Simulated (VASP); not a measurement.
# AlRu (Pm-3m) in VASP: a series of runs, part 2 of 2

VASP 6.6.1.

## 4. Single point, PBE (volume scaled by 1.04, then relaxed in part)

INCAR

```
PREC     = Accurate       # precision mode
ENCUT    = 520            # plane-wave cutoff, eV
EDIFF    = 1E-7           # SCF threshold, eV
ISMEAR   = -1             # smearing method
SIGMA    = 0.05           # smearing width, eV
LREAL    = False          # projectors in reciprocal space
LASPH    = True           # aspherical terms in the spheres
NELM     = 60             # most SCF steps
ALGO     = Normal         # electronic algorithm
ISIF     = 2              # what is computed and relaxed
LWAVE    = False          # write WAVECAR
LCHARG   = False          # write CHGCAR
GGA      = PE             # functional
NBANDS   = 16             # bands
```

KPOINTS

```
regular mesh
0
Gamma
  16 16 16
```

POSCAR

```
AlRu
1.0
    3.0309676725      0.0000000000      0.0000000000
    0.0000000000      3.0309676725      0.0000000000
    0.0000000000      0.0000000000      3.0309676725
Al Ru
1 1
Direct
    0.0000000000      0.0000000000      0.0000000000
    0.5000000000      0.5000000000      0.5000000000
```

Potentials or basis: VASP PAW PBE potentials, release 64 (Al, Ru_pv).

On the command line:

```
$ cat potpaw_PBE.64/Al/POTCAR potpaw_PBE.64/Ru_pv/POTCAR > POTCAR
$ mpirun -np 1 vasp_std > vasp.out
```

OUTCAR:

```text
PREC = Accurate
   ENCUT = 520
   EDIFF = 1E-7
   ISMEAR = -1
   LREAL = False
   LASPH = True
   NELM = 60
   ISIF = 2
   GGA = PE

 ion  position               nearest neighbor table
   1  0.000  0.000  0.000-   2 2.62   2 2.62   2 2.62   2 2.62   2 2.62   2 2.62   2 2.62   2 2.62

   2  0.500  0.500  0.500-   1 2.62   1 2.62   1 2.62   1 2.62   1 2.62   1 2.62   1 2.62   1 2.62

  LATTYP: Found a simple cubic cell.
 ALAT       =     3.0309676725

  Lattice vectors:
[... 192 lines left out ...]
      5       6.8147      2.00000
      6       6.8147      2.00000
[... 433 lines left out ...]
      3     -31.5653      2.00000
      4       4.7159      2.00000
      5       4.8394      2.00000
      6       7.7241      2.00000
[... 8 lines left out ...]
     15      22.1138      0.00000
     16      22.3077      0.00000

 [... further k-points ...]
[... 5 lines left out ...]
  --------------------------------------------------------------------------------------
  -------------------------------------------------------------------------------------
  Total       -0.8993473     -0.8993473     -0.8993473     -0.0000000     -0.0000000      0.0000000
  in kB      -51.7480622    -51.7480622    -51.7480622     -0.0000000     -0.0000000      0.0000000
  external PRESSURE =     -51.7480622 kB  Pullay stress =       0.0000000 kB

 VOLUME and BASIS-vectors are now :
 -----------------------------------------------------------------------------
  energy-cutoff  :      520.00
  volume of cell :       27.84
      direct lattice vectors                 reciprocal lattice vectors
     3.030967673  0.000000000  0.000000000     0.329927636  0.000000000  0.000000000
     0.000000000  3.030967673  0.000000000     0.000000000  0.329927636  0.000000000
     0.000000000  0.000000000  3.030967673     0.000000000  0.000000000  0.329927636

 POSITION                                       TOTAL-FORCE (eV/Angst)
 -----------------------------------------------------------------------------------
      0.00000      0.00000      0.00000         0.000000      0.000000      0.000000
      1.51548      1.51548      1.51548         0.000000      0.000000      0.000000
 -----------------------------------------------------------------------------------
    total drift:                                0.000000     -0.000000     -0.000000

  FREE ENERGIE OF THE ION-ELECTRON SYSTEM (eV)
  ---------------------------------------------------
  free  energy   TOTEN  =       -14.2526586548 eV

  energy  without entropy=      -14.2379385607  energy(sigma->0) =      -14.24529861
```

OSZICAR:

```text
N       E                     dE             d eps       ncg     rms          rms(c)
DAV:   1     0.114389614897E+03    0.11439E+03   -0.91170E+03  5376   0.980E+02
DAV:   2    -0.130553050465E+02   -0.12744E+03   -0.12122E+03  6240   0.288E+02
DAV:   3    -0.149005351689E+02   -0.18452E+01   -0.18387E+01  6768   0.363E+01
DAV:   4    -0.149146159780E+02   -0.14081E-01   -0.14060E-01  6552   0.331E+00
DAV:   5    -0.149148393168E+02   -0.22334E-03   -0.22279E-03  6608   0.396E-01    0.112E+01
DAV:   6    -0.143509103149E+02    0.56393E+00   -0.23538E+00  5824   0.164E+01    0.233E+00
DAV:   7    -0.142685020573E+02    0.82408E-01   -0.20593E-01  5600   0.502E+00    0.189E+00
DAV:   8    -0.142528844700E+02    0.15618E-01   -0.19802E-02  6312   0.115E+00    0.195E-01
DAV:   9    -0.142526665822E+02    0.21789E-03   -0.40020E-04  6576   0.167E-01    0.124E-01
DAV:  10    -0.142526603308E+02    0.62514E-05   -0.32715E-05  5984   0.614E-02    0.554E-03
DAV:  11    -0.142526592136E+02    0.11172E-05   -0.90935E-07  6984   0.962E-03    0.436E-03
DAV:  12    -0.142526586668E+02    0.54683E-06   -0.59972E-08  4224   0.245E-03    0.232E-04
DAV:  13    -0.142526586548E+02    0.11975E-07   -0.30538E-09  3256   0.496E-04
   1 F= -.14252659E+02 E0= -.14245299E+02  d E =-.147201E-01
```

stdout:

```text
POSCAR found type information on POSCAR AlRu
 POSCAR found :  2 types and       2 ions
 scaLAPACK will be used
 LDA part: xc-table for (Slater+PW92), standard interpolation
 POSCAR, INCAR and KPOINTS ok, starting setup
 FFT: planning ... GRIDC
 FFT: planning ... GRID_SOFT
 FFT: planning ... GRID
 WAVECAR not read
 entering main loop
```

Run time: 26 s. Hardware: 1 thread of Intel Xeon 6975P-C, shared host; peak memory 0.19 GiB.

What came out:

- Free energy: -14.2527 eV
- Pressure: -5.2 GPa

Levels at points of the mesh, in eV from the Fermi level:
```csv
k point,band 6,band 7,band 8,band 9,band 10,band 11,band 12,band 13
"(0.00, 0.00, 0.00)",-3.37,0.15,0.15,0.15,5.88,5.88,5.88,10.73
"(0.50, 0.00, 0.00)",-2.62,-1.54,-1.54,0.39,2.14,7.45,10.81,10.81
"(0.50, 0.50, 0.00)",-1.35,-1.35,-1.11,-1.11,1.43,5.05,5.83,10.27
"(0.50, 0.50, 0.50)",-4.43,1.51,1.51,2.32,4.03,4.03,4.03,8.16
```

## 5. Single point, PBE (volume scaled by 1.06, then relaxed in part)

INCAR

```
SYSTEM = AlRu
PREC = Accurate
ENCUT = 520
EDIFF = 1E-6
ISMEAR = -1
SIGMA = 0.05
LREAL = .False.
LASPH = .True.
NELM = 100
ALGO = Normal
ISIF = 2
LWAVE = .False.
LCHARG = .False.
GGA = PE
NBANDS = 16
```

KPOINTS

```
regular mesh
0
Gamma
  16 16 16
  0 0 0
```

POSCAR

```
AlRu
1.0
    3.0502737196      0.0000000000      0.0000000000
    0.0000000000      3.0502737196      0.0000000000
    0.0000000000      0.0000000000      3.0502737196
Al Ru
1 1
Direct
    0.0000000000      0.0000000000      0.0000000000
    0.5000000000      0.5000000000      0.5000000000
```

On the command line:

```
$ cat potpaw_PBE.64/Al/POTCAR potpaw_PBE.64/Ru_pv/POTCAR > POTCAR
$ mpirun -np 1 vasp_std > vasp.out
```

It took 23 s on 1 thread of Intel Xeon 6975P-C, shared host; peak memory 0.19 GiB.

Results (log left out):

```yaml
Free_energy: -14.2299 eV
Pressure: -8.5 GPa
```

Levels at points of the mesh, in eV from the Fermi level:
```csv
k point,band 7,band 8,band 9,band 10,band 11,band 12
"(0.00, 0.00, 0.00)",0.15,0.15,0.15,5.79,5.79,5.79
"(0.50, 0.00, 0.00)",-1.50,-1.50,0.37,2.07,7.46,10.72
"(0.50, 0.50, 0.00)",-1.33,-1.07,-1.07,1.38,4.93,5.64
"(0.50, 0.50, 0.50)",1.47,1.47,2.21,3.99,3.99,3.99
```

## 6. The runs side by side

```tsv
cell	gap on the mesh (eV)	pressure (GPa)
a = 2.992 Å, 2 atoms	none	2.6
a = 3.011 Å, 2 atoms	none	-1.5
a = 3.031 Å, 2 atoms	none	-5.2
a = 3.050 Å, 2 atoms	none	-8.5
```

Alike in all rows: task single point; level PBE; potentials or basis VASP PAW PBE potentials, release 64 (Al, Ru_pv); no spin polarisation; k mesh 16 × 16 × 16; cutoff (eV) 520; smearing fermi-dirac 0.05 eV.

Total energies depend on the potentials used, so only differences within one code and one set of settings carry meaning.
